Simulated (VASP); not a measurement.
Crystal: Co.

```
Co
1.0
     2.50740    0.00000    0.00000
    -1.25370    2.17147    0.00000
     0.00000    0.00000    4.06990
Co
2
Direct
  0.33333 0.66667 0.25000
  0.66667 0.33333 0.75000
```

Base run:

```yaml
Program: VASP 6.6.1
Functional: PBE
Potentials_or_basis: VASP PAW PBE potentials, release 64 (Co)
Cutoff: 520 eV
k_mesh: 15 × 15 × 8
Occupations: fermi-dirac, width 0.08 eV
Spin: no spin polarisation
```

Its results: pressure -15.0 GPa.

The run is repeated on the same cell with these changes: spin from no spin polarisation to collinear spin, ferromagnetic start; further incar settings from ALGO = Normal; EDIFF = 1e-07; NBANDS = 16 to ALGO = Normal; EDIFF = 1e-06; NBANDS = 20. What comes out?

Pressure -4.5 GPa; net moment 3.26 μB per cell; site moments Co +1.66 μB.
